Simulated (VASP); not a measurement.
La16CO24 (a cell with a defect): single point with PBE

System: La16CO24 (a cell with a defect).

```
CELL_PARAMETERS angstrom
7.88115 0.00000 0.00000
-3.94057 6.82527 0.00000
0.00000 0.00000 12.37572
ATOMIC_POSITIONS crystal
La 0.34845 0.14842 0.40112
La 0.13144 0.36543 0.09520
La 0.33157 0.16540 0.88711
La 0.16193 0.33467 0.62927
La 0.32883 0.63836 0.37209
La 0.14505 0.84072 0.14106
La 0.34287 0.68205 0.87674
La 0.16919 0.83793 0.63069
La 0.85686 0.16727 0.37244
La 0.65633 0.35166 0.14074
La 0.81486 0.15418 0.87684
La 0.65892 0.32749 0.63072
La 0.83019 0.66636 0.38898
La 0.65602 0.84084 0.12335
La 0.82470 0.67259 0.88240
La 0.65868 0.83824 0.61994
O 0.30661 0.18997 0.10404
O 0.19758 0.29878 0.27614
O 0.93930 0.97333 0.99720
O 0.33041 0.16626 0.68187
O 0.15916 0.33795 0.84679
O 0.00665 0.01795 0.49907
O 0.31593 0.67092 0.17606
O 0.16020 0.81273 0.34311
O 0.97255 0.52470 0.01546
O 0.32758 0.66513 0.68180
O 0.15999 0.84171 0.82561
O 0.03410 0.46265 0.49017
O 0.82604 0.18049 0.17624
O 0.68459 0.33681 0.34303
O 0.50267 0.99499 0.98920
O 0.83192 0.16936 0.68218
O 0.65519 0.33724 0.82566
O 0.50123 0.99837 0.51606
O 0.82176 0.67498 0.19539
O 0.65963 0.83645 0.33280
O 0.52284 0.55770 0.99730
O 0.83460 0.66264 0.66051
O 0.66181 0.83503 0.81003
O 0.47923 0.49053 0.49887
C 0.30607 0.19087 0.21829
```

* Program: VASP 6.6.1
* Task: single point
* Functional: PBE
* Potentials or basis: VASP PAW PBE potentials, release 64 (La, O, C)
* Cutoff: 520 eV
* k mesh: 1 × 1 × 1, shifted
* Occupations: fermi-dirac, width 0.01 eV
* Spin: no spin polarisation
* Dipole correction: no
* Further INCAR settings: LREAL = Auto; ALGO = Normal; EDIFF = 1e-06; NBANDS = 188

The pressure is 2.2 GPa, the largest force is 0.202 eV/Å and the band gap on the k mesh is 1.30 eV.

Forces in eV/Å, atoms in the order of the input:
```
La  -0.093  0.052  0.010
La   0.063 -0.029  0.001
La  -0.123  0.070  0.030
La   0.126 -0.066 -0.009
La  -0.079  0.054 -0.022
La   0.064 -0.082 -0.020
La  -0.121  0.083 -0.015
La   0.123 -0.055  0.021
La  -0.051  0.043 -0.020
La   0.089 -0.016  0.005
La  -0.128  0.061 -0.023
La   0.114 -0.067  0.030
La  -0.112  0.075 -0.076
La   0.092 -0.064  0.079
La  -0.097  0.050  0.000
La   0.127 -0.069 -0.045
O    0.040 -0.016 -0.198
O   -0.026  0.023  0.064
O   -0.020  0.005 -0.029
O   -0.110  0.072  0.009
O    0.113 -0.073  0.044
O    0.012  0.013  0.015
O   -0.066  0.085 -0.003
O    0.138 -0.109 -0.018
O    0.009 -0.021 -0.022
O   -0.115  0.070 -0.001
O    0.119 -0.075 -0.017
O   -0.022  0.008  0.027
O   -0.131  0.032 -0.017
O    0.127 -0.062 -0.038
O    0.003 -0.004 -0.002
O   -0.119  0.071 -0.008
O    0.128 -0.074 -0.013
O   -0.011 -0.005  0.033
O   -0.054  0.023  0.045
O    0.072 -0.045  0.056
O    0.004  0.008 -0.029
O   -0.121  0.063 -0.019
O    0.102 -0.056  0.005
O   -0.002 -0.027  0.017
C   -0.062  0.056  0.153
```

Stress tensor (GPa, compression positive):
```
 1.86  1.15  1.31
 1.15  3.20 -0.75
 1.31 -0.75  1.52
```

Levels at points of the mesh, in eV from the valence-band top:
```tsv
k point	band 158	band 159	band 160	band 161	band 162	band 163	band 164	band 165	band 166	band 167
(0.25, 0.25, 0.25)	-2.55	-2.52	-2.49	-2.27	-0.02	1.30	1.56	1.64	1.84	1.86
```

Wall time 59 min on 1 thread of Intel(R) Xeon(R) Platinum 8259CL CPU @ 2.50GHz (Skylake/Cascade Lake), on a shared host, peak memory 1 GiB.

Caveat: spin-orbit coupling is left out, which moves the levels of the heavy elements.
